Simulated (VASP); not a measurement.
A run of VASP 6.6.1 is set up as follows.

INCAR

```
  ALGO = Normal
  EDIFF = 1E-8
  ENCUT = 520
  GGA = PS
  IBRION = 8
  ISIF = 2
  ISMEAR = 0
  LASPH = True
  LCHARG = False
  LEPSILON = True
  LREAL = False
  LWAVE = False
  NBANDS = 11
  NELM = 80
  NSW = 1
  PREC = Accurate
  SIGMA = 0.01
```

Contents of KPOINTS:

```
k-points
0
Gamma
  10 10 10
```

The input POSCAR:

```
AlN
1.0
    0.0000000000      2.2033360563      2.2033360563
    2.2033360563      0.0000000000      2.2033360563
    2.2033360563      2.2033360563      0.0000000000
Al N
1 1
Direct
    0.0000000000      0.0000000000      0.0000000000
    0.7500000000      0.7500000000      0.7500000000
```

Potentials or basis: VASP PAW PBE potentials, release 64 (Al, N).

The run is started by

```bash
$ cat potpaw_PBE.64/Al/POTCAR potpaw_PBE.64/N/POTCAR > POTCAR
$ mpirun -np 1 vasp_std > vasp.out
```

Task: Estimate the electronic dielectric tensor (diagonal).

Result: 4.68.

Task: Estimate the Born charges (mean of the diagonal).

Result: Al +2.54; N -2.54 e.

Task: Estimate the highest phonon frequency at Γ, LO-TO splitting left out.

Result: 633 cm⁻¹.

Born effective charge tensors (e):
atom 1, Al
```
2.54 0.00 0.00
0.00 2.54 0.00
0.00 0.00 2.54
```
atom 2, N
```
-2.54  0.00  0.00
 0.00 -2.54  0.00
 0.00  0.00 -2.54
```

Caveat: the cell differs from its parent crystal (phonons at volume x 1.02); the cell wasn't relaxed at this level first, which shifts response properties.
